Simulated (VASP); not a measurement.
# ZnS (P6_3mc) in VASP: a series of runs

Runs on ZnS. Level: PBE. Tasks: single point.

Everything below comes from runs of VASP 6.6.1. Logs are shortened: lines on timing, memory, paths and dates and some standing lists are left out, and cuts for length are marked.

### 1 The cell of the first run

Symmetry: P6_3mc, No. 186, hexagonal system. The conventional cell has a = 3.805 Å, b = 3.805 Å, c = 6.244 Å, α = 90.00°, β = 90.00°, γ = 120.00°. Zn (site symmetry 3m) has 4 S at 2.33 to 2.34 Å within 3.1 Å. Within 3.1 Å of S (site symmetry 3m) lie 4 Zn at 2.33 to 2.34 Å.

### 2 Single point, PBE

File INCAR:

```
PREC = Accurate ; ENCUT = 520
EDIFF = 1E-7 ; ISMEAR = -1
SIGMA = 0.02 ; LREAL = F
LASPH = T ; NELM = 60
ALGO = Normal ; ISIF = 2
LWAVE = F ; LCHARG = F
GGA = PE ; NBANDS = 26
```

File KPOINTS:

```
Automatic mesh
0
Gamma
  12 12 4
```

File POSCAR:

```
ZnS
1.0
    3.8054508444      0.0000000000      0.0000000000
   -1.9027254222      3.2956171041      0.0000000000
    0.0000000000      0.0000000000      6.2439931014
Zn S
2 2
Direct
    0.3333333333      0.6666666667      0.0003381269
    0.6666666667      0.3333333333      0.5003381269
    0.3333333333      0.6666666667      0.3746618731
    0.6666666667      0.3333333333      0.8746618731
```

Potentials or basis: VASP PAW PBE potentials, release 64 (Zn, S).

Run with:

```
cat potpaw_PBE.64/Zn/POTCAR potpaw_PBE.64/S/POTCAR > POTCAR
mpirun -np 1 vasp_std > vasp.out
```

OUTCAR:

```text
PREC = Accurate
   ENCUT = 520
   EDIFF = 1E-7
   ISMEAR = -1
   LREAL = F
   LASPH = T
   NELM = 60
   ISIF = 2
   GGA = PE

 ion  position               nearest neighbor table
   1  0.333  0.667  0.000-   4 2.33   4 2.33   4 2.33   3 2.34
   2  0.667  0.333  0.500-   3 2.33   3 2.33   3 2.33   4 2.34
   3  0.333  0.667  0.375-   2 2.33   2 2.33   2 2.33   1 2.34
   4  0.667  0.333  0.875-   1 2.33   1 2.33   1 2.33   2 2.34

  LATTYP: Found a hexagonal cell.
 ALAT       =     3.8054508444
 C/A-ratio  =     1.6408024586

  Lattice vectors:

 A1 = (   3.8054508444,   0.0000000000,   0.0000000000)
 A2 = (  -1.9027254222,   3.2956171041,   0.0000000000)
 A3 = (   0.0000000000,   0.0000000000,   6.2439931014)

Analysis of symmetry for initial positions (statically):
=====================================================================
 Subroutine PRICEL returns:
 Original cell was already a primitive cell.

 Routine SETGRP: Setting up the symmetry group for a
 hexagonal supercell.

 Subroutine GETGRP returns: Found 12 space group operations
 (whereof  6 operations were pure point group operations)
 out of a pool of 24 trial point group operations.

The static configuration has the point symmetry C_3v.
 The point group associated with its full space group is C_6v.

Analysis of symmetry for dynamics (positions and initial velocities):
=====================================================================
 Subroutine PRICEL returns:
 Original cell was already a primitive cell.

 Routine SETGRP: Setting up the symmetry group for a
 hexagonal supercell.

 Subroutine GETGRP returns: Found 12 space group operations
 (whereof  6 operations were pure point group operations)
 out of a pool of 24 trial point group operations.

The dynamic configuration has the point symmetry C_3v.
 The point group associated with its full space group is C_6v.

 Subroutine INISYM returns: Found 12 space group operations
 (whereof  6 operations are pure point group operations),
 and found     1 'primitive' translations

----------------------------------------------------------------------------------------

                                     Primitive cell

  volume of cell :      78.3078

  direct lattice vectors                    reciprocal lattice vectors
     3.805450844  0.000000000  0.000000000     0.262780953  0.151716654  0.000000000
    -1.902725422  3.295617104  0.000000000     0.000000000  0.303433308  0.000000000
     0.000000000  0.000000000  6.243993101     0.000000000  0.000000000  0.160153925

  length of vectors
     3.805450844  3.805450844  6.243993101     0.303433308  0.303433308  0.160153925

  position of ions in fractional coordinates (direct lattice)
     0.333333333  0.666666667  0.000338127
     0.666666667  0.333333333  0.500338127
     0.333333333  0.666666667  0.374661873
     0.666666667  0.333333333  0.874661873

  ion indices of the primitive-cell ions
   primitive index   ion index
                 1           1
                 2           2
                 3           3
                 4           4

----------------------------------------------------------------------------------------

 KPOINTS: Automatic mesh

Automatic generation of k-mesh.
 Grid dimensions read from file:
 generate k-points for:   12   12    4

 Generating k-lattice:

  Cartesian coordinates                     Fractional coordinates (reciprocal lattice)
     0.021898413  0.012643055  0.000000000     0.083333333 -0.000000000  0.000000000
     0.000000000  0.025286109  0.000000000     0.000000000  0.083333333  0.000000000
     0.000000000  0.000000000  0.040038481     0.000000000  0.000000000  0.250000000

  Length of vectors
     0.025286109  0.025286109  0.040038481

  Shift w.r.t. Gamma in fractional coordinates (k-lattice)
     0.000000000  0.000000000  0.000000000

 Subroutine IBZKPT returns following result:
 ===========================================

 Found     57 irreducible k-points:

 Following reciprocal coordinates:
            Coordinates               Weight
  0.000000  0.000000  0.000000      1.000000
  0.083333 -0.000000  0.000000      6.000000
  0.166667 -0.000000  0.000000      6.000000
  0.250000 -0.000000  0.000000      6.000000
  0.333333 -0.000000  0.000000      6.000000
  0.416667 -0.000000  0.000000      6.000000
[... 16 lines left out ...]
  0.250000 -0.000000  0.250000     12.000000
  0.333333 -0.000000  0.250000     12.000000
 [... further k-points ...]
   k-points           NKPTS =     57   k-points in BZ     NKDIM =     57   number of bands    NBANDS=     26
   number of dos      NEDOS =    301   number of ions     NIONS =      4
   total plane-waves  NPLWV =  37632
   dimension x,y,z NGX =    28 NGY =   28 NGZ =   48
   dimension x,y,z NGXF=    56 NGYF=   56 NGZF=   96
   ions per type =               2   2
   NGX,Y,Z   is equivalent  to a cutoff of  12.23, 12.23, 12.78 a.u.
   NGXF,Y,Z  is equivalent  to a cutoff of  24.46, 24.46, 25.56 a.u.
 SYSTEM =  unknown system
   PREC   = accura    normal or accurate (medium, high low for compatibility)
   ISTART =      0    job   : 0-new  1-cont  2-samecut
   ICHARG =      2    charge: 1-file 2-atom 10-const
   ISPIN  =      1    spin polarized calculation?
   LNONCOLLINEAR =      F non collinear calculations
   LSORBIT =      F    spin-orbit coupling
   LASPH  =      T    aspherical Exc in radial PAW
   ENCUT  =  520.0 eV  38.22 Ry    6.18 a.u.   7.08  7.08 11.61*2*pi/ulx,y,z
   NELM   =     60;   NELMIN=  2; NELMDL= -5     # of ELM steps
   EDIFF  = 0.1E-06   stopping-criterion for ELM
   LREAL  =      F    real-space projection
   EDIFFG = 0.1E-05   stopping-criterion for IOM
   NSW    =      0    number of steps for IOM
   IBRION =     -1    ionic relax: 0-MD 1-quasi-New 2-CG
   NFREE  =      0    steps in history (QN), initial steepest desc. (CG)
   ISIF   =      2    stress and relaxation
   ISYM   =      2    0-nonsym 1-usesym 2-fastsym
   POTIM  = 0.5000    time-step for ionic-motion
   TEBEG  =    0.0;   TEEND  =   0.0 temperature during run
   PSTRESS=    0.0 pullay stress
   NELECT =      36.0000    total number of electrons
   NUPDOWN=      -1.0000    fix difference up-down
   EMIN   =  10.00;   EMAX   =-10.00  energy-range for DOS
   EFERMI =   0.00;   METHOD = LEGACY
   ISMEAR =    -1;   SIGMA  =   0.02  broadening in eV -4-tet -1-fermi 0-gaus
   EFERMI_NEDOS =   21; number of points for ismear=-14 and -15
   IALGO  =     38    algorithm
   IMIX   =      4    mixing-type and parameters
     AMIX     =   0.40;   BMIX     =  1.00
     AMIX_MAG =   1.60;   BMIX_MAG =  1.00
  volume/ion in A,a.u.               =      19.58       132.11
  Fermi-wavevector in a.u.,A,eV,Ry     =   1.263496  2.387661 21.720645  1.596422
  Thomas-Fermi vector in A             =   2.396850
   LORBIT       =      0    0 simple, 1 ext, 2 COOP (PROOUT), +10 PAW based schemes
   GGA     = PE    functional components
   LHFCALC =     F    Hartree Fock is set to
   AEXX    =    0.0000 exact exchange contribution
   IVDW    =     0    specifies the selected vdW correction
   LEPSILON=     F    determine dielectric tensor
   LRPA    =     F    only Hartree local field effects (RPA)
 non-spin polarized calculation
  energy-cutoff  :      520.00
  volume of cell :       78.31
 maximum number of plane-waves:      2130
   NGX = 15   NGY = 15   NGZ = 23

 number of electron      35.9999978 magnetization

 Free energy of the ion-electron system (eV)
  ---------------------------------------------------
  ext. energy  EPLUGINS =         0.00000000
  ---------------------------------------------------
  free energy    TOTEN  =       -13.67424005 eV

  energy without entropy =      -13.67424005  energy(sigma->0) =      -13.67424005

 E-fermi :   2.6268     XC(G=0):  -9.6600

 val. band max:        2.1975032208   @ k =   0.0000   0.0000   0.0000
 cond. band min:       4.4158936390   @ k =   0.0000   0.0000   0.0000
 fundamental gap:      2.2183904182
 Fermi energy:         2.6268251030

 k-point     1 :       0.0000    0.0000    0.0000
  band No.  band energies     occupation
      1     -11.0228      2.00000
      2     -10.0788      2.00000
      3      -4.1785      2.00000
      4      -4.1644      2.00000
      5      -4.1644      2.00000
      6      -4.0813      2.00000
[... 18 lines left out ...]
     25       9.8928      0.00000
     26      11.4755      0.00000

 k-point     2 :       0.0833   -0.0000    0.0000
  band No.  band energies     occupation
      1     -10.9751      2.00000
      2     -10.0518      2.00000
      3      -4.1744      2.00000
      4      -4.1623      2.00000
      5      -4.1548      2.00000
      6      -4.0767      2.00000
[... 18 lines left out ...]
     25      10.1085      0.00000
     26      11.1686      0.00000

 k-point     3 :       0.1667   -0.0000    0.0000
  band No.  band energies     occupation
      1     -10.8385      2.00000
      2      -9.9788      2.00000
      3      -4.1787      2.00000
      4      -4.1410      2.00000
      5      -4.1298      2.00000
      6      -4.0575      2.00000
[... 18 lines left out ...]
     25      10.4879      0.00000
     26      10.7042      0.00000

 k-point     4 :       0.2500   -0.0000    0.0000
  band No.  band energies     occupation
      1     -10.6332      2.00000
      2      -9.8830      2.00000
      3      -4.1801      2.00000
      4      -4.1142      2.00000
      5      -4.1000      2.00000
      6      -4.0104      2.00000
[... 18 lines left out ...]
     25      10.7242      0.00000
     26      11.0636      0.00000
[... 496 lines left out ...]
      1     -10.7273      2.00000
      2     -10.1218      2.00000
      3      -4.1926      2.00000
      4      -4.1330      2.00000
      5      -4.1183      2.00000
      6      -4.0783      2.00000
[... 18 lines left out ...]
     25      10.3261      0.00000
     26      10.6032      0.00000

 k-point    23 :       0.2500   -0.0000    0.2500
  band No.  band energies     occupation
      1     -10.5330      2.00000
      2     -10.0035      2.00000
      3      -4.1940      2.00000
      4      -4.1219      2.00000
      5      -4.0841      2.00000
      6      -4.0264      2.00000
[... 18 lines left out ...]
     25      10.6835      0.00000
     26      11.1340      0.00000

 k-point    24 :       0.3333   -0.0000    0.2500
  band No.  band energies     occupation
      1     -10.3123      2.00000
      2      -9.8903      2.00000
      3      -4.1859      2.00000
      4      -4.1054      2.00000
      5      -4.0550      2.00000
      6      -3.9436      2.00000
[... 18 lines left out ...]
     25      11.0179      0.00000
     26      12.0125      0.00000

 [... further k-points ...]

------------------------ aborting loop because EDIFF is reached ----------------------------------------

  FORCE on cell =-STRESS in cart. coord.  units (eV):
  Direction    XX          YY          ZZ          XY          YZ          ZX
  --------------------------------------------------------------------------------------
  -------------------------------------------------------------------------------------
  Total        1.1830284      1.1830284      1.1898400      0.0000000     -0.0000000      0.0000000
  in kB       24.2047434     24.2047434     24.3441073      0.0000000     -0.0000000      0.0000000
  external PRESSURE =      24.2511980 kB  Pullay stress =       0.0000000 kB

 VOLUME and BASIS-vectors are now :
 -----------------------------------------------------------------------------
  energy-cutoff  :      520.00
  volume of cell :       78.31
      direct lattice vectors                 reciprocal lattice vectors
     3.805450844  0.000000000  0.000000000     0.262780953  0.151716654  0.000000000
    -1.902725422  3.295617104  0.000000000     0.000000000  0.303433308  0.000000000
     0.000000000  0.000000000  6.243993101     0.000000000  0.000000000  0.160153925

 POSITION                                       TOTAL-FORCE (eV/Angst)
 -----------------------------------------------------------------------------------
     -0.00000      2.19708      0.00211        -0.000000      0.000000      0.003784
      1.90273      1.09854      3.12411         0.000000     -0.000000      0.003784
     -0.00000      2.19708      2.33939         0.000000      0.000000     -0.003784
      1.90273      1.09854      5.46138         0.000000     -0.000000     -0.003784
 -----------------------------------------------------------------------------------
    total drift:                               -0.000001     -0.000001      0.000009

  FREE ENERGIE OF THE ION-ELECTRON SYSTEM (eV)
  ---------------------------------------------------
  free  energy   TOTEN  =       -13.6742400486 eV

  energy  without entropy=      -13.6742400486  energy(sigma->0) =      -13.67424005
```

Run time: 68 s. Hardware: 1 thread of Intel Xeon 6975P-C (Granite Rapids), shared host; peak memory 0.24 GiB.

Results:

```
Free energy            : -13.6742 eV
Pressure               : 2.4 GPa
Largest force          : 0.004 eV/Å
Band gap on the k mesh : 2.22 eV
```

Forces on the atoms (eV/Å):
```
Zn   0.000  0.000  0.004
Zn   0.000  0.000  0.004
S    0.000  0.000 -0.004
S    0.000  0.000 -0.004
```

Levels at points of the mesh, in eV from the valence-band top:
| k point | band 14 | band 15 | band 16 | band 17 | band 18 | band 19 | band 20 | band 21 | band 22 | band 23 |
| --- | --- | --- | --- | --- | --- | --- | --- | --- | --- | --- |
| (0.00, 0.00, 0.00) | -0.90 | -0.90 | -0.08 | 0.00 | 0.00 | 2.22 | 3.11 | 6.31 | 6.31 | 6.57 |
| (0.50, 0.00, 0.00) | -4.13 | -3.29 | -2.25 | -1.70 | -0.89 | 3.66 | 4.26 | 5.11 | 6.91 | 7.41 |
| (0.00, 0.00, 0.50) | -2.88 | -0.47 | -0.47 | -0.47 | -0.47 | 3.57 | 3.57 | 6.77 | 6.77 | 6.77 |
| (0.50, 0.00, 0.50) | -4.88 | -1.64 | -1.64 | -1.62 | -1.62 | 3.55 | 3.55 | 5.22 | 5.22 | 8.82 |

A k mesh can miss the band edges.

### 3 Single point, PBE

This run uses another cell than the first one, of 20.18 Å³/atom.

File INCAR:

```
SYSTEM = ZnS
  ALGO = Normal
  EDIFF = 1E-6
  ENCUT = 520
  GGA = PE
  ISIF = 2
  ISMEAR = -1
  LASPH = .True.
  LCHARG = .False.
  LREAL = .False.
  LWAVE = .False.
  NBANDS = 26
  NELM = 100
  PREC = Accurate
  SIGMA = 0.02
```

File KPOINTS:

```
k-points
0
Gamma
  12 12 4
  0 0 0
```

File POSCAR:

```
ZnS
1.0
    3.8450140183      0.0000000000      0.0000000000
   -1.9225070092      3.3298798178      0.0000000000
    0.0000000000      0.0000000000      6.3053869875
Zn S
2 2
Direct
    0.3333333333      0.6666666667      0.0002443153
    0.6666666667      0.3333333333      0.5002443153
    0.3333333333      0.6666666667      0.3747556847
    0.6666666667      0.3333333333      0.8747556847
```

Potentials or basis: VASP PAW PBE potentials, release 64 (Zn, S).

Run with:

```
cat potpaw_PBE.64/Zn/POTCAR potpaw_PBE.64/S/POTCAR > POTCAR
mpirun -np 1 vasp_std > vasp.out
```

OUTCAR:

```text
SYSTEM = ZnS
   EDIFF = 1E-6
   ENCUT = 520
   GGA = PE
   ISIF = 2
   ISMEAR = -1
   LASPH = .True.
   LREAL = .False.
   NELM = 100
   PREC = Accurate

 ion  position               nearest neighbor table
   1  0.333  0.667  0.000-   4 2.36   4 2.36   4 2.36   3 2.36
   2  0.667  0.333  0.500-   3 2.36   3 2.36   3 2.36   4 2.36
   3  0.333  0.667  0.375-   2 2.36   2 2.36   2 2.36   1 2.36
   4  0.667  0.333  0.875-   1 2.36   1 2.36   1 2.36   2 2.36

  LATTYP: Found a hexagonal cell.
 ALAT       =     3.8450140183
 C/A-ratio  =     1.6398866057

[... 895 lines left out ...]
  --------------------------------------------------------------------------------------
  -------------------------------------------------------------------------------------
  Total        0.0742134      0.0742134      0.0796026     -0.0000000     -0.0000000      0.0000000
  in kB        1.4728364      1.4728364      1.5797900     -0.0000000     -0.0000000      0.0000000
  external PRESSURE =       1.5084876 kB  Pullay stress =       0.0000000 kB

 VOLUME and BASIS-vectors are now :
 -----------------------------------------------------------------------------
  energy-cutoff  :      520.00
  volume of cell :       80.73
      direct lattice vectors                 reciprocal lattice vectors
     3.845014018  0.000000000  0.000000000     0.260077075  0.150155569  0.000000000
    -1.922507009  3.329879818  0.000000000     0.000000000  0.300311139  0.000000000
     0.000000000  0.000000000  6.305386988     0.000000000  0.000000000  0.158594548

 POSITION                                       TOTAL-FORCE (eV/Angst)
 -----------------------------------------------------------------------------------
     -0.00000      2.21992      0.00154        -0.000000      0.000000      0.000237
      1.92251      1.10996      3.15423         0.000000     -0.000000      0.000237
     -0.00000      2.21992      2.36298         0.000000     -0.000000     -0.000237
      1.92251      1.10996      5.51567        -0.000000     -0.000000     -0.000237
 -----------------------------------------------------------------------------------
    total drift:                               -0.000000      0.000000     -0.000106

  FREE ENERGIE OF THE ION-ELECTRON SYSTEM (eV)
  ---------------------------------------------------
  free  energy   TOTEN  =       -13.6937823570 eV

  energy  without entropy=      -13.6937823570  energy(sigma->0) =      -13.69378236
```

OSZICAR:

```text
N       E                     dE             d eps       ncg     rms          rms(c)
DAV:   1     0.244576623723E+03    0.24458E+03   -0.17008E+04  2964   0.165E+03
DAV:   2     0.103383870874E+02   -0.23424E+03   -0.22485E+03  3094   0.349E+02
DAV:   3    -0.139492817823E+02   -0.24288E+02   -0.24035E+02  3558   0.111E+02
DAV:   4    -0.145391806783E+02   -0.58990E+00   -0.58864E+00  3446   0.176E+01
DAV:   5    -0.145483993803E+02   -0.92187E-02   -0.92164E-02  3630   0.215E+00    0.936E+00
DAV:   6    -0.137027076684E+02    0.84569E+00   -0.16312E+00  4484   0.364E+01    0.723E+00
DAV:   7    -0.136984255818E+02    0.42821E-02   -0.11688E+00  3130   0.631E+00    0.337E+00
DAV:   8    -0.136927837406E+02    0.56418E-02   -0.34871E-02  3692   0.188E+00    0.919E-01
DAV:   9    -0.136933946181E+02   -0.61088E-03   -0.81434E-03  3982   0.134E+00    0.219E-01
DAV:  10    -0.136935587728E+02   -0.16415E-03   -0.64342E-04  3400   0.322E-01    0.902E-02
DAV:  11    -0.136937801089E+02   -0.22134E-03   -0.36006E-04  3068   0.120E-01    0.549E-02
DAV:  12    -0.136937791220E+02    0.98693E-06   -0.11502E-05  3586   0.280E-02    0.113E-02
DAV:  13    -0.136937823199E+02   -0.31980E-05   -0.48662E-06  2970   0.144E-02    0.260E-03
DAV:  14    -0.136937823570E+02   -0.37069E-07   -0.40545E-07  2418   0.134E-02
   1 F= -.13693782E+02 E0= -.13693782E+02  d E =-.835498E-12
```

stdout:

```text
POSCAR found type information on POSCAR ZnS
 POSCAR found :  2 types and       4 ions
 scaLAPACK will be used
 LDA part: xc-table for (Slater+PW92), standard interpolation
 POSCAR, INCAR and KPOINTS ok, starting setup
 FFT: planning ... GRIDC
 FFT: planning ... GRID_SOFT
 FFT: planning ... GRID
 WAVECAR not read
 entering main loop
```

Wall time 71 s (1 thread of Intel Xeon 6975P-C (Granite Rapids), shared host); peak memory 0.25 GiB.

Results:

```
Free energy            : -13.6938 eV
Pressure               : 0.2 GPa
Band gap on the k mesh : 2.08 eV
```

Levels at points of the mesh, in eV from the valence-band top:
| k point | band 14 | band 15 | band 16 | band 17 | band 18 | band 19 | band 20 | band 21 | band 22 | band 23 |
| --- | --- | --- | --- | --- | --- | --- | --- | --- | --- | --- |
| (0.00, 0.00, 0.00) | -0.86 | -0.86 | -0.07 | 0.00 | 0.00 | 2.08 | 3.05 | 6.33 | 6.33 | 6.59 |
| (0.50, 0.00, 0.00) | -4.01 | -3.14 | -2.14 | -1.61 | -0.85 | 3.69 | 4.18 | 5.14 | 6.93 | 7.29 |
| (0.00, 0.00, 0.50) | -2.81 | -0.45 | -0.45 | -0.45 | -0.45 | 3.48 | 3.48 | 6.76 | 6.76 | 6.78 |
| (0.50, 0.00, 0.50) | -4.74 | -1.57 | -1.57 | -1.54 | -1.54 | 3.54 | 3.54 | 5.24 | 5.24 | 8.78 |

A k mesh can miss the band edges.
